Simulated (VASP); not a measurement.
Input of a VASP 6.6.1 run:

File POSCAR:

```
Be2C
1.0
    0.0000000000      2.1386610687      2.1386610687
    2.1386610687      0.0000000000      2.1386610687
    2.1386610687      2.1386610687      0.0000000000
C Be
1 2
Direct
    0.0000000000      0.0000000000      0.0000000000
    0.2500000000      0.2500000000      0.2500000000
    0.7500000000      0.7500000000      0.7500000000
```

The input INCAR.step1:

```
SYSTEM = Be2C
  PREC = Accurate
  ENCUT = 660
  ISMEAR = 0
  SIGMA = 0.01
  LREAL = .FALSE.
  LASPH = .TRUE.
  NELM = 120
  NBANDS = 11
  GGA = PE
  ALGO = Normal
  EDIFF = 1E-5
  LWAVE = .TRUE.
  LCHARG = .FALSE.
  GGA_COMPAT = .FALSE.
```

File INCAR.step2:

```
SYSTEM = Be2C
  PREC = Accurate
  ENCUT = 660
  EDIFF = 1E-6
  ISMEAR = 0
  SIGMA = 0.01
  LREAL = .FALSE.
  LASPH = .TRUE.
  NELM = 120
  ALGO = Normal
  ISIF = 2
  LWAVE = .FALSE.
  LCHARG = .FALSE.
  METAGGA = R2SCAN
  LMIXTAU = .TRUE.
  NBANDS = 11
  ISTART = 1
  GGA_COMPAT = .FALSE.
```

The input KPOINTS:

```
regular mesh
0
G
  8 8 8
  0 0 0
```

Potentials or basis: VASP PAW PBE potentials, release 64 (C, Be).

Run with:

```sh
$ cat potpaw_PBE.64/C/POTCAR potpaw_PBE.64/Be/POTCAR > POTCAR
$ cp INCAR.step1 INCAR
$ mpirun -np 1 vasp_std > vasp.out
$ cp INCAR.step2 INCAR
$ mpirun -np 1 vasp_std > vasp.out
```

Problem. Estimate the pressure.

Solution. 7.4 GPa.

Problem. Predict the band gap on the k mesh.

Solution. 1.54 eV, indirect (least direct gap 4.69 eV).

Caveat: the PAW data sets were made with another functional, which shifts forces and pressure a little. A k mesh can miss the band edges.
